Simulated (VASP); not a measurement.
Set up this calculation in VASP 6.6.1, as the native input.

| Quantity | Value |
| --- | --- |
| Task | single point |
| Functional | r2SCAN |
| Potentials or basis | VASP PAW PBE potentials, release 64 (Cd_sv_GW, O) |
| Cutoff | 770 eV |
| k mesh | 3 × 3 × 2 |
| Occupations | fermi-dirac, width 0.1 eV |
| Spin | no spin polarisation |
| Dipole correction | no |
| Further INCAR settings | ALGO = Normal; EDIFF = 1e-06; NBANDS = 23 |

Crystal: CdO2.

```
Cd O
1.0
     3.47623    0.00000    0.00000
    -1.73812    3.01050    0.00000
     0.00000    0.00000    4.14808
Cd O
1 2
Direct
  0.00000 0.00000 0.00000
  0.66667 0.33333 0.75578
  0.33333 0.66667 0.24422
```

These files were run (other wordings do the same):

POSCAR

```
CdO2
1.0
    3.4762300000      0.0000000000      0.0000000000
   -1.7381150000      3.0105034894      0.0000000000
    0.0000000000      0.0000000000      4.1480760000
Cd O
1 2
Direct
    0.0000000000      0.0000000000      0.0000000000
    0.6666666667      0.3333333333      0.7557800000
    0.3333333333      0.6666666667      0.2442200000
```

INCAR.step1

```
SYSTEM = CdO2
PREC = Accurate ; ENCUT = 770
ISMEAR = -1 ; SIGMA = 0.1
LREAL = .False. ; LASPH = .True.
NELM = 120 ; NBANDS = 23
GGA = PE ; ALGO = Normal
EDIFF = 1E-5 ; LWAVE = .True.
LCHARG = .False. ; GGA_COMPAT = .False.
```

INCAR.step2

```
SYSTEM = CdO2
PREC = Accurate ; ENCUT = 770
EDIFF = 1E-6 ; ISMEAR = -1
SIGMA = 0.1 ; LREAL = .False.
LASPH = .True. ; NELM = 120
ALGO = Normal ; ISIF = 2
LWAVE = .False. ; LCHARG = .True.
METAGGA = R2SCAN ; LMIXTAU = .True.
LELF = .True. ; LVHAR = .True.
NBANDS = 23 ; ISTART = 1
GGA_COMPAT = .False.
```

KPOINTS

```
regular mesh
0
Gamma
  3 3 2
  0 0 0
```

Potentials or basis: VASP PAW PBE potentials, release 64 (Cd_sv_GW, O).

Launch:

```sh
$ cat potpaw_PBE.64/Cd_sv_GW/POTCAR potpaw_PBE.64/O/POTCAR > POTCAR
$ cp INCAR.step1 INCAR
$ mpirun -np 1 vasp_std > vasp.out
$ cp INCAR.step2 INCAR
$ mpirun -np 1 vasp_std > vasp.out
```

Results of the run:

```json
{"Pressure": "-10.2 GPa", "Largest force": "0.337 eV/Å", "Band gap on the k mesh": "zero (bands 16 and 17 overlap by 0.96 eV)"}
```

Caveat: the k points lie up to 0.76 Å⁻¹ apart, too coarse for converged energies and pressures of a metal; the PAW data sets were made with another functional, which shifts forces and pressure a little.

It took 23 s on 1 thread of Intel(R) Xeon(R) 6975P-C (Granite Rapids) (shared host), peak memory 0.21 GiB.
